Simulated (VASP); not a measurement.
Si: single point with PBEsol

Si:

```
Si
1.0
     0.00000    2.66756    2.66756
     2.66756    0.00000    2.66756
     2.66756    2.66756    0.00000
Si
2
Cartesian
  4.0013 4.0013 4.0013
  2.6676 2.6676 2.6676
```

- Program: VASP 6.6.1
- Task: single point
- Functional: PBEsol
- Potentials or basis: VASP PAW PBE potentials, release 64 (Si)
- Cutoff: 520 eV
- k mesh: 6 × 6 × 6
- Occupations: gaussian, width 0.01 eV
- Spin: no spin polarisation
- Dipole correction: no
- Further INCAR settings: ALGO = Normal; EDIFF = 1e-06; NBANDS = 11

- Pressure: 6.0 GPa
- Band gap on the k mesh: 0.47 eV, indirect (least direct gap 2.53 eV)

Levels at points of the mesh, in eV from the valence-band top:
| k point | band 1 | band 2 | band 3 | band 4 | band 5 | band 6 | band 7 | band 8 | band 9 |
| --- | --- | --- | --- | --- | --- | --- | --- | --- | --- |
| (0.00, 0.00, 0.00) | -12.37 | 0.00 | 0.00 | 0.00 | 2.53 | 2.53 | 2.53 | 3.94 | 7.71 |
| (0.50, 0.00, 0.00) | -9.88 | -7.28 | -1.25 | -1.25 | 1.65 | 3.24 | 3.24 | 7.57 | 10.64 |
| (0.50, 0.50, 0.00) | -8.01 | -8.01 | -3.02 | -3.02 | 0.47 | 0.47 | 10.52 | 10.52 | 11.10 |

Run time: 17 s on 1 thread of AMD EPYC 7R13, with other jobs on the host, peak memory 0.11 GiB.

Caveat: the PAW data sets were made with another functional, which shifts forces and pressure a little. PBEsol gaps usually lie below the measured ones, often by a third to a half.
